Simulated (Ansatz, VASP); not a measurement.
SnTe in VASP and in Ansatz

The input INCAR:

```
SYSTEM = SnTe
PREC = Accurate
ENCUT = 520
EDIFF = 1E-7
ISMEAR = -1
SIGMA = 0.05
LREAL = .False.
LASPH = .True.
NELM = 80
ALGO = Normal
ISIF = 2
LWAVE = .False.
LCHARG = .False.
GGA = PE
NBANDS = 17
```

File KPOINTS:

```
Automatic mesh
0
Gamma
  6 6 6
  0 0 0
```

Contents of POSCAR:

```
SnTe
1.0
   -0.0157542500      3.1508500000      3.1508500000
    3.1508500000     -0.0157542500      3.1508500000
    3.1350957500      3.1350957500      0.0000000000
Te Sn
1 1
Direct
    0.5000000000      0.5000000000      0.5000000000
    0.0000000000      0.0000000000      0.0000000000
```

File input.yaml:

```yaml
crystal:
  lattice:
    - [-0.01575425, 3.15085, 3.15085]
    - [3.15085, -0.01575425, 3.15085]
    - [3.13509575, 3.13509575, 0.0]
  atoms:
    - { symbol: Te, position: [0.5, 0.5, 0.5] }
    - { symbol: Sn, position: [0.0, 0.0, 0.0] }
hamiltonian:
  xc: pbe
  pseudopotentials: { kind: paw }
kpoints:
  mp_grid: { grid: [6, 6, 6] }
  band_path:
    path:
      - [[0.0, 0.0, 0.0], [-0.373753125, -0.373753125, -0.74750625], [-0.4975, -0.25000625, -0.74750625], [-0.5, 0.0, -0.5], [-0.25, 0.25, -0.5], [0.0, 0.0, -0.5], [0.373753125, 0.373753125, -0.25249375], [0.5, 0.5, 0.0], [0.0, 0.0, 0.0], [-0.376253125, 0.376253125, 0.0], [0.0, 0.5, 0.0], [-0.25, 0.25, -0.5]]
      - [[-0.5025, 0.25000625, -0.25249375], [-0.376253125, 0.376253125, 0.0]]
      - [[0.376253125, 0.623746875, 0.0], [0.5, 0.5, 0.0]]
    npoints: 14
scf:
  occupations: { method: fermi_dirac, width: 0.05 }
  n_extra_bands: 6
output:
  forces: true
  stress: true
  eigenvalues: true
  fatbands: false
```

Alike in both runs: functional PBE; k mesh 6 × 6 × 6; occupations fermi-dirac, width 0.05 eV; no spin polarisation.

|  | VASP | Ansatz |
| --- | --- | --- |
| version | VASP 6.6.1 | Ansatz 0.2.0 |
| potentials or method | VASP PAW PBE potentials, release 64 (Te, Sn_d) | Ansatz PAW |
| plane-wave cutoff (eV) | 520 | 420 |
| valence electrons in the cell | 20 | 30 |
| task | single point | band structure |

|  | VASP | Ansatz | Ansatz less VASP |
| --- | --- | --- | --- |
| gap on the k mesh at the Fermi level (eV) | 0.04 | 0.04 | 0.000 |
| least direct gap on the mesh (eV) | 0.10 | 0.10 | 0.000 |
| pressure (GPa) | 2.3 | 2.3 | +0.02 |
| traceless stress, the component that is largest in VASP (GPa) | 0.07 | 0.07 | +0.001 |

VASP's potentials hold 20 valence electrons a cell and Ansatz's 30, so a difference there can come from the potentials and not from the codes.

Neither program's run includes spin-orbit coupling.
